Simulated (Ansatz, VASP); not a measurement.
# Two plane-wave programs on GaB

```
Ga B
1.0
     2.89881    0.00000    0.00000
     0.00000    2.89881    0.00000
     0.00000    0.00000    2.89881
Ga B
1 1
Direct
  0.00000 0.00000 0.00000
  0.50000 0.50000 0.50000
```

Alike in both runs: functional PBE; k mesh 18 × 18 × 18; occupations gaussian, width 0.1 eV; no spin polarisation.

Ansatz relaxed the structure, and its values are those at the end. VASP's run is a single point on that final structure, the one shown.

|  | VASP | Ansatz |
| --- | --- | --- |
| version | VASP 6.6.1 | Ansatz 0.2.0 |
| potentials or method | VASP PAW PBE potentials, release 64 (Ga_d, B), cutoff 500 eV | scalar-relativistic, plane waves, PAW |
| valence electrons in the cell | 16 | 16 |

```tsv
	VASP	Ansatz	Ansatz less VASP
gap on the k mesh at the Fermi level (eV)	none	none	-
pressure (GPa)	0.1	0.0	-0.10
```

A gap of «none» marks a metal or a gap that the smearing closes. With one functional, cell and mesh, what is left measures potentials, basis and numerics.
